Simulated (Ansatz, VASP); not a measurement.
# One calculation of Te, two programs

```xyz
3
Lattice="4.2966 0.0000 0.0000 -2.1483 3.7210 0.0000 0.0000 0.0000 5.9041" Properties=species:S:1:pos:R:3 pbc="T T T"
Te   -0.9215    3.7210    1.9680
Te    3.6832    1.0625    3.9361
Te    1.5349    2.6585    5.9041
```

Alike in both runs: task single point; functional LDA; k mesh 9 × 9 × 6; occupations methfessel-paxton of order 1, width 0.2 eV; no spin polarisation.

|  | VASP | Ansatz |
| --- | --- | --- |
| version | VASP 6.6.1 | Ansatz 0.2.0 |
| potentials or method | VASP PAW LDA potentials, release 64 (Te), cutoff 520 eV | plane waves (420 eV) with PAW, scalar-relativistic |
| valence electrons in the cell | 18 | 48 |

```csv
,VASP,Ansatz,Ansatz less VASP
pressure (GPa),0.0,-0.1,-0.13
"traceless stress, the component that is largest in VASP (GPa)",0.24,0.18,-0.066
```

Ansatz warns that its potentials were made for another functional, while VASP's fit it. LDA's correlation is that of Perdew and Zunger in VASP and of Perdew and Wang (1992) in Ansatz. VASP's potentials hold 18 valence electrons a cell and Ansatz's 48, so a difference there can come from the potentials and not from the codes.

Neither program's run includes spin-orbit coupling.
